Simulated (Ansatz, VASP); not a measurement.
## One calculation of LaSi2Os2, two programs

The input INCAR:

```
SYSTEM = LaSi2Os2
PREC = Accurate ; ENCUT = 520
EDIFF = 1E-6 ; ISMEAR = 0
SIGMA = 0.036 ; LREAL = .False.
LASPH = .True. ; NELM = 80
ALGO = Normal ; ISIF = 2
LWAVE = .False. ; LCHARG = .True.
LELF = .True. ; LVHAR = .True.
NBANDS = 26
```

KPOINTS

```
Automatic mesh
0
Gamma
  9 9 9
  0 0 0
```

Contents of POSCAR:

```
LaSi2Os2
1.0
    0.0000000000      4.1658660000      0.0000000000
    4.1658660000      0.0000000000      0.0000000000
    2.0829330000      2.0829330000     -4.9901610000
Os Si La
2 2 1
Direct
    0.7500000000      0.2500000000      0.5000000000
    0.2500000000      0.7500000000      0.5000000000
    0.3750000000      0.3750000000      0.2500000000
    0.6250000000      0.6250000000      0.7500000000
    0.0000000000      0.0000000000      0.0000000000
```

Input for Ansatz:

```yaml
crystal:
  lattice:
    - [0.0, 4.165866, 0.0]
    - [4.165866, 0.0, 0.0]
    - [2.082933, 2.082933, -4.990161]
  atoms:
    - { symbol: Os, position: [0.75, 0.25, 0.5] }
    - { symbol: Os, position: [0.25, 0.75, 0.5] }
    - { symbol: Si, position: [0.375, 0.375, 0.25] }
    - { symbol: Si, position: [0.625, 0.625, 0.75] }
    - { symbol: La, position: [0.0, 0.0, 0.0] }
  symmetry: { tolerance: 0.0003 }
kpoints:
  mp_grid: { grid: [9, 9, 9], shift: [0, 0, 0] }
  band_path:
    path:
      - [0.0, 0.0, 0.0]
      - [0.5, 0.5, 0.5]
      - [0.5, 0.5, 0.25]
      - [0.0, 0.5, 0.0]
      - [0.0, 0.0, 0.0]
      - [0.0, 0.0, -0.5]
      - [0.0, 0.41288529, -0.29355735]
      - [0.0, 0.58711471, 0.29355735]
      - [0.0, 0.0, 0.0]
      - [0.5, 0.5, 0.5]
      - [0.41288529, 0.58711471, 0.5]
    npoints: 6
magnetization:
  spin_polarized: false
scf:
  occupations: { method: gaussian, width: 0.036 }
  lower_state_search: "off"
  max_iter: 200
hamiltonian:
  pseudopotentials: { kind: paw }
  xc: lda
basis:
  ecutwfc: 420
  fft_grid_basis: typed
output:
  forces: true
  stress: true
  eigenvalues: true
  bader: true
  populations: true
  elf: true
  write_potential: true
  volumetric_format: npy
  dos:
    e_range: [-12, 8]
    de: 0.05
    projected: { site_lists: { La: [La], Os: [Os], Si: [Si] } }
checkpoint:
  read: saved_state
```

Alike in both runs: task single point; functional LDA; k mesh 9 × 9 × 9; occupations gaussian, width 0.036 eV; no spin polarisation.

|  | VASP | Ansatz |
| --- | --- | --- |
| version | VASP 6.6.1 | Ansatz 0.2.0 |
| potentials or method | VASP PAW LDA potentials, release 64 (Os, Si, La), cutoff 520 eV | PAW plane waves |
| valence electrons in the cell | 35 | 51 |

```csv
,VASP,Ansatz,Ansatz less VASP
pressure (GPa),-4.4,-4.8,-0.45
"traceless stress, the component that is largest in VASP (GPa)",0.50,0.85,+0.347
rms of the force components (eV/Å),0.453,0.472,+0.0193
```

LDA's correlation is that of Perdew and Zunger in VASP and of Perdew and Wang (1992) in Ansatz. Atom by atom the forces differ by 0.019 eV/Å (rms over components). VASP's potentials hold 35 valence electrons a cell and Ansatz's 51, so a difference there can come from the potentials and not from the codes.

Neither program's run includes spin-orbit coupling.
